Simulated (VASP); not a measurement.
Input of a VASP 6.6.1 run:

Contents of INCAR:

```
SYSTEM = MnF2
  ALGO = Normal
  EDIFF = 1E-6
  ENCUT = 520
  GGA = RE
  ISIF = 2
  ISMEAR = 0
  ISPIN = 2
  LASPH = .True.
  LCHARG = .False.
  LMAXMIX = 4
  LORBIT = 11
  LREAL = .False.
  LWAVE = .False.
  MAGMOM = 5.2 5.2 0 0 0 0
  NBANDS = 40
  NELM = 150
  PREC = Accurate
  SIGMA = 0.2
```

KPOINTS

```
k-points
0
Gamma
  5 5 7
  0 0 0
```

File POSCAR:

```
MnF2
1.0
    4.9849670977      0.0000000000      0.0000000000
    0.0000000000      4.9849670977      0.0000000000
    0.0000000000      0.0000000000      3.3862141594
Mn F
2 4
Direct
    0.0000000000      0.0000000000      0.0000000000
    0.5000000000      0.5000000000      0.5000000000
    0.3053000000      0.3053000000      0.0000000000
    0.1947000000      0.8053000000      0.5000000000
    0.6947000000      0.6947000000      0.0000000000
    0.8053000000      0.1947000000      0.5000000000
```

Potentials or basis: VASP PAW PBE potentials, release 64 (Mn_pv, F).

Launch:

```bash
$ cat potpaw_PBE.64/Mn_pv/POTCAR potpaw_PBE.64/F/POTCAR > POTCAR
$ mpirun -np 1 vasp_std > vasp.out
```

Question: Estimate the site moments.

Answer: Mn +4.61; F +0.08 μB.

Question: What does it give for the band gap on the k mesh?

Answer: 1.43 eV.

Question: Predict the net moment.

Answer: 10.00 μB per cell.

Stress tensor (GPa, compression positive):
```
0.72 0.00 0.00
0.00 0.72 0.00
0.00 0.00 0.06
```

Caveat: the PAW data sets were made with another functional, which shifts forces and pressure a little; an odd mesh through Γ misses points on the zone boundary, where band edges can lie; only a ferromagnetic start was run, and an antiferromagnetic order may lie lower in energy.
